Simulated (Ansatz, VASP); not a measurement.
**MnHg in VASP and in Ansatz**

The input INCAR:

```
PREC     = Accurate       # precision mode
ENCUT    = 520            # plane-wave cutoff, eV
EDIFF    = 1E-6           # SCF threshold, eV
ISMEAR   = -1             # smearing method
SIGMA    = 0.05           # smearing width, eV
LREAL    = False          # projectors in reciprocal space
LASPH    = True           # aspherical terms in the spheres
NELM     = 150            # most SCF steps
ALGO     = Normal         # electronic algorithm
ISIF     = 2              # what is computed and relaxed
LWAVE    = False          # write WAVECAR
LCHARG   = False          # write CHGCAR
ISPIN    = 2              # spin polarisation
MAGMOM   = 0 8            # initial moments
LORBIT   = 11             # projections on sites
NUPDOWN  = 8.0            # fixed moment
LMAXMIX  = 4              # l up to which the mixer works
GGA      = PE             # functional
NBANDS   = 24             # bands
```

File KPOINTS:

```
Automatic mesh
0
Gamma
  7 7 7
```

The input POSCAR:

```
MnHg
1.0
    3.3150000000      0.0000000000      0.0000000000
    0.0000000000      3.3150000000      0.0000000000
    0.0000000000      0.0000000000      3.3150000000
Hg Mn
1 1
Direct
    0.0000000000      0.0000000000      0.0000000000
    0.5000000000      0.5000000000      0.5000000000
```

input.yaml

```yaml
crystal:
  lattice:
    - [3.315, 0.0, 0.0]
    - [0.0, 3.315, 0.0]
    - [0.0, 0.0, 3.315]
  atoms:
    - { symbol: Hg, position: [0.0, 0.0, 0.0] }
    - { symbol: Mn, position: [0.5, 0.5, 0.5], spin: 8.0 }
hamiltonian:
  xc: pbe
  pseudopotentials: { kind: paw }
magnetization:
  spin_polarized: true
  initial_magnetization: 8.0
  spin_locking: { lock_magnetization: hard }
kpoints:
  mp_grid: { grid: [7, 7, 7] }
scf:
  occupations: { method: fermi_dirac, width: 0.05 }
  lower_state_search: "off"
output:
  forces: true
  stress: true
  eigenvalues: true
```

Alike in both runs: task single point; functional PBE; k mesh 7 × 7 × 7; occupations fermi-dirac, width 0.05 eV; collinear spin; fixed moment 8 μB.

|  | VASP | Ansatz |
| --- | --- | --- |
| version | VASP 6.6.1 | Ansatz 0.2.0 |
| potentials or method | VASP PAW PBE potentials, release 64 (Hg, Mn_pv) | Ansatz PAW |
| plane-wave cutoff (eV) | 520 | 420 |
| valence electrons in the cell | 25 | 35 |

VASP gave:

```
net moment per atom (μB)                                      : 4.00
size of the moment on the site where the two differ most (μB) : 5.16
```

**Question.** Estimate Ansatz's values.

**Answer.** net moment per atom (μB): 4.00; size of the moment on the site where the two differ most (μB): 5.37.

Site moments also hang on the region over which each program counts them. VASP's potentials hold 25 valence electrons a cell and Ansatz's 35, so a difference there can come from the potentials and not from the codes.

Spin-orbit coupling is off throughout.
